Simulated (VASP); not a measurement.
The system is Ca.

```
Ca
1.0
     0.00000    2.79420    2.79420
     2.79420    0.00000    2.79420
     2.79420    2.79420    0.00000
Ca
1
Direct
  0.00000 0.00000 0.00000
```

Base run:

```yaml
Program: VASP 6.6.1
Functional: PBE
Potentials_or_basis: VASP PAW PBE potentials, release 64 (Ca_sv)
Cutoff: 520 eV
k_mesh: 11 × 11 × 11
Occupations: fermi-dirac, width 0.05 eV
Spin: no spin polarisation
```

Its results: band gap on the k mesh zero (bands 5 and 6 overlap by 0.30 eV); pressure -0.5 GPa.

Q: The run is repeated on the same cell with these changes: functional from PBE to PBEsol; occupations from fermi-dirac, width 0.05 eV to gaussian, width 0.01 eV. What comes out?

A: Band gap on the k mesh zero (bands 5 and 6 overlap by 0.30 eV); pressure -1.2 GPa.

Caveats: the PAW data sets were made with another functional, which shifts forces and pressure a little (at least some runs).
